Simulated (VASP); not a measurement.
# SrAlO (P4mm) in VASP: a series of runs, part 2 of 2

VASP 6.6.1.

## (3) Relaxation of cell and atoms, PBE

INCAR reads:

```
PREC = Accurate ; ENCUT = 600
EDIFF = 1E-7 ; ISMEAR = 0
SIGMA = 0.1 ; LREAL = False
LASPH = True ; NELM = 100
ALGO = Normal ; ISIF = 3
LWAVE = False ; LCHARG = False
GGA = PE ; IBRION = 2
NSW = 90 ; EDIFFG = -0.04
```

KPOINTS reads:

```
regular mesh
0
Gamma
  4 4 6
```

POSCAR reads:

```
SrAlO
1.0
    4.2541686000      0.0000000000      0.0000000000
    0.0000000000      4.2541686000      0.0000000000
    0.0000000000      0.0000000000      3.3255169200
Sr Al O
1 1 1
Direct
    0.0000000000      0.0000000000      0.8664171500
    0.5000000000      0.5000000000      0.5648841700
    0.5000000000      0.5000000000      0.0586832100
```

Potentials or basis: VASP PAW PBE potentials, release 64 (Sr_sv, Al, O).

Run with:

```bash
cat potpaw_PBE.64/Sr_sv/POTCAR potpaw_PBE.64/Al/POTCAR potpaw_PBE.64/O/POTCAR > POTCAR
mpirun -np 1 vasp_std > vasp.out
```

OUTCAR:

```text
PREC = Accurate
   ENCUT = 600
   EDIFF = 1E-7
   ISMEAR = 0
   LREAL = False
   LASPH = True
   NELM = 100
   ISIF = 3
   GGA = PE
   IBRION = 2
   NSW = 90
   EDIFFG = -0.04

 ion  position               nearest neighbor table
   1  0.000  0.000  0.866-   3 3.08   3 3.08   3 3.08   3 3.08   2 3.17   2 3.17   2 3.17   2 3.17
                             2 3.80   2 3.80   2 3.80   2 3.80
   2  0.500  0.500  0.565-   3 1.64   3 1.68   1 3.17   1 3.17   1 3.17   1 3.17   1 3.80   1 3.80
                             1 3.80   1 3.80
   3  0.500  0.500  0.059-   2 1.64   2 1.68   1 3.08   1 3.08   1 3.08   1 3.08

  LATTYP: Found a simple tetragonal cell.
 ALAT       =     4.2541686000
 C/A-ratio  =     0.7817078336

  Lattice vectors:

 A1 = (   4.2541686000,   0.0000000000,   0.0000000000)
 A2 = (   0.0000000000,   4.2541686000,   0.0000000000)
 A3 = (   0.0000000000,   0.0000000000,   3.3255169200)

Analysis of symmetry for initial positions (statically):
=====================================================================
 Subroutine PRICEL returns:
 Original cell was already a primitive cell.

 Routine SETGRP: Setting up the symmetry group for a
 simple tetragonal supercell.
[... 168 lines left out ...]
  free energy    TOTEN  =       -13.11166952 eV

  energy without entropy =      -13.09954507  energy(sigma->0) =      -13.10560730

------------------------ aborting loop because EDIFF is reached ----------------------------------------

  FORCE on cell =-STRESS in cart. coord.  units (eV):
  Direction    XX          YY          ZZ          XY          YZ          ZX
  --------------------------------------------------------------------------------------
  -------------------------------------------------------------------------------------
  Total        1.0149537      1.0149537     14.2215191      0.0000000     -0.0000000      0.0000000
  in kB       27.0189361     27.0189361    378.5890204      0.0000000     -0.0000000      0.0000000
  external PRESSURE =     144.2089642 kB  Pullay stress =       0.0000000 kB
[... 865 lines left out ...]
  band No.  band energies     occupation
      1     -28.3112      2.00000
      2     -13.0312      2.00000
      3     -11.3557      2.00000
      4     -11.3557      2.00000
      5     -10.5628      2.00000
      6      -0.8335      2.00000
      7       1.0652      2.00000
      8       1.0652      2.00000
      9       5.8982      2.00000
     10       5.8982      2.00000
     11       7.4831      0.00000
     12      10.4249      0.00000
     13      13.0416      0.00000

[... ionic steps 4 to 20 ...]

--------------------------------------- Ionic step       21  -------------------------------------------

 number of electron      19.0000002 magnetization

------------------------ aborting loop because EDIFF is reached ----------------------------------------
[... 69 lines left out ...]
--------------------------------------- Ionic step       23  -------------------------------------------

 number of electron      19.0000001 magnetization

 Free energy of the ion-electron system (eV)
  ---------------------------------------------------
  ext. energy  EPLUGINS =         0.00000000
  ---------------------------------------------------
  free energy    TOTEN  =       -15.09951895 eV

  energy without entropy =      -15.09305785  energy(sigma->0) =      -15.09628840

 E-fermi :   4.6312     XC(G=0):  -9.7530

 val. band max:        4.5923064567   @ k =   0.2500   0.2500   0.3333
 cond. band min:       4.6684921783   @ k =   0.5000   0.5000   0.1667
 fundamental gap:      0.0761857217
 Fermi energy:         4.6312479869
[... 412 lines left out ...]
  FREE ENERGIE OF THE ION-ELECTRON SYSTEM (eV)
  ---------------------------------------------------
  free  energy   TOTEN  =       -15.0995189467 eV

  energy  without entropy=      -15.0930578526  energy(sigma->0) =      -15.09628840

 reached required accuracy - stopping structural energy minimisation
```

OSZICAR:

```text
N       E                     dE             d eps       ncg     rms          rms(c)
DAV:   1     0.975614407889E+02    0.97561E+02   -0.94812E+03   624   0.139E+03
DAV:   2    -0.764330366702E+01   -0.10520E+03   -0.10278E+03   819   0.274E+02
DAV:   3    -0.153585774905E+02   -0.77153E+01   -0.75997E+01   926   0.679E+01
[... 259 lines left out ...]
DAV:   5    -0.150995162328E+02   -0.12446E-04   -0.35259E-05   797   0.439E-02    0.162E-02
DAV:   6    -0.150995179947E+02   -0.17619E-05   -0.22302E-05   986   0.367E-02    0.744E-03
DAV:   7    -0.150995185390E+02   -0.54430E-06   -0.18060E-06   769   0.111E-02    0.267E-03
DAV:   8    -0.150995189526E+02   -0.41364E-06   -0.22060E-07   574   0.434E-03    0.786E-04
DAV:   9    -0.150995189467E+02    0.59622E-08   -0.21465E-08   317   0.134E-03
  23 F= -.15099519E+02 E0= -.15096288E+02  d E =-.760785E-03
```

CONTCAR:

```text
SrAlO
   1.00000000000000
     3.7358907448525653    0.0000000000000000    0.0000000000000000
     0.0000000000000000    3.7358907448525653   -0.0000000000000000
     0.0000000000000000   -0.0000000000000000    3.9998226450490684
  Sr              Al              O
     1     1     1
Direct
     0.0000000000000000    0.0000000000000000    0.9959565748951684
     0.5000000000000000    0.5000000000000000    0.4968371376782896
     0.5000000000000000    0.5000000000000000    0.9971908174265358

  0.00000000E+00  0.00000000E+00  0.00000000E+00
  0.00000000E+00  0.00000000E+00  0.00000000E+00
  0.00000000E+00  0.00000000E+00  0.00000000E+00
```

Wall time 4.8 min (1 thread of Intel Xeon Platinum 8259CL at 2.50GHz (Skylake/Cascade Lake), shared host); peak memory 0.23 GiB.

What came out:

```
Free energy                            : -15.0995 eV
Relaxed volume                         : 18.61 Å³/atom
Relaxed cell                           : a = 3.736 Å, b = 3.736 Å, c = 4.000 Å, α = 90.00°, β = 90.00°, γ = 90.00°
Space group after relaxing (to 0.05 Å) : P4/mmm (No. 123)
Energy gained by relaxing              : 662.6 meV/atom
Ionic steps                            : 23
Pressure after relaxing                : 0.1 GPa
Largest force after relaxing           : 0.021 eV/Å
```

Forces in eV/Å, atoms in the order of the input:
```
Sr   0.000  0.000  0.021
Al   0.000  0.000 -0.012
O    0.000  0.000 -0.009
```

The path:
```
step  energy change (eV)  largest force (eV/Å)  pressure (GPa)  volume (Å³)
   1              0.0000                2.2588           14.42        60.19
   2             -0.7579                1.4314           -7.50        76.38
   3             -0.9167                1.7034           -2.84        69.81
   4             -1.2104                1.6222           -3.39        67.34
   5             -1.8526                0.9925           -1.81        60.00
   6             -0.1983                4.2649           30.83        45.82
   7             -1.9243                0.8192           -0.16        58.06
   8             -1.9299                0.7541            0.51        57.40
   9             -1.9365                0.5192           -0.62        56.74
  10             -1.9676                0.2580           -0.45        57.10
  11             -1.9676                0.2531           -0.44        57.11
  12             -1.9753                0.1604           -0.02        56.48
  13             -1.9770                0.1269            0.31        56.01
  14             -1.9794                0.0829           -0.20        56.31
  15             -1.9799                0.0679           -0.57        56.56
  16             -1.9814                0.0718           -0.56        56.49
  17             -1.9854                0.0646           -0.45        56.30
  18             -1.9833                0.1794            0.28        55.90
  19             -1.9869                0.0635           -0.32        56.18
  20             -1.9871                0.0700           -0.19        56.10
  21             -1.9871                0.0686           -0.22        56.12
  22             -1.9876                0.0478           -0.08        55.99
  23             -1.9878                0.0212            0.11        55.83
```

Final structure:
```
Sr Al O
1.0
     3.73589    0.00000    0.00000
     0.00000    3.73589    0.00000
     0.00000    0.00000    3.99982
Sr Al O
1 1 1
Cartesian
  0.0000 0.0000 3.9837
  1.8679 1.8679 1.9873
  1.8679 1.8679 3.9886
```

Caveat: the k points lie up to 0.42 Å⁻¹ apart in the final cell; an odd number of electrons without spin polarisation forces a metal; a magnetic or distorted state may lie lower.
